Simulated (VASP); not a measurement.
Here is a VASP 6.6.1 calculation.

The input INCAR:

```
SYSTEM = AlN
PREC = Accurate ; ENCUT = 520
EDIFF = 1E-6 ; ISMEAR = 0
SIGMA = 0.05 ; LREAL = .False.
LASPH = .True. ; NELM = 60
ALGO = Normal ; ISIF = 2
LWAVE = .False. ; LCHARG = .True.
GGA = CA ; LELF = .True.
LVHAR = .True. ; NBANDS = 16
```

Contents of KPOINTS:

```
regular mesh
0
Gamma
  9 9 6
  0 0 0
```

File POSCAR:

```
AlN
1.0
    3.1143789636      0.0000000000      0.0000000000
   -1.5571894818      2.6971312995      0.0000000000
    0.0000000000      0.0000000000      4.9848021043
Al N
2 2
Direct
    0.3172581426      0.6345162853      0.0015212672
    0.6827418574      0.3654837147      0.5015212672
    0.3476777443      0.6953554887      0.3834787328
    0.6523222557      0.3046445113      0.8834787328
```

Potentials or basis: VASP PAW LDA potentials, release 64 (Al, N).

Run with:

```sh
$ cat potpaw_LDA.64/Al/POTCAR potpaw_LDA.64/N/POTCAR > POTCAR
$ mpirun -np 1 vasp_std > vasp.out
```

(1) Estimate the largest force.

(2) Predict the band gap on the k mesh.

(3) What does it give for the pressure?

## Answers

(1) 0.456 eV/Å.

(2) 4.12 eV, direct.

(3) -4.7 GPa.
